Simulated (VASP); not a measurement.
TaSi2, 24 atoms in the cell. The cell holds an amorphous packing of atoms, 24 atoms: a = 7.240 Å, b = 7.515 Å, c = 7.399 Å, α = 89.60°, β = 91.79°, γ = 91.23°. 

```yaml
Program: VASP 6.6.1
Task: single point
Functional: PBE
Potentials_or_basis: VASP PAW PBE potentials, release 64 (Si, Ta_pv)
Cutoff: 520 eV
k_mesh: 1 × 1 × 1, shifted
Occupations: fermi-dirac, width 0.1112 eV
Spin: no spin polarisation
Dipole_correction: no
Further_INCAR_settings: LREAL = Auto; ALGO = Normal; EDIFF = 1e-07; NBANDS = 94; ISYM = 0
```

Potentials or basis: VASP PAW PBE potentials, release 64 (Si, Ta_pv).

The run is started by

```sh
$ cat potpaw_PBE.64/Si/POTCAR potpaw_PBE.64/Ta_pv/POTCAR > POTCAR
$ mpirun -np 1 vasp_std > vasp.out
```

Hardware: 1 thread of Intel(R) Xeon(R) Platinum 8488C (Sapphire Rapids), on a shared host.

**Question.** Estimate the wall time of this run.

**Answer.** Run time: 98 s on 1 thread of Intel(R) Xeon(R) Platinum 8488C (Sapphire Rapids) (shared host), peak memory 0.39 GiB. Counts: scf iterations 20, k points 1.
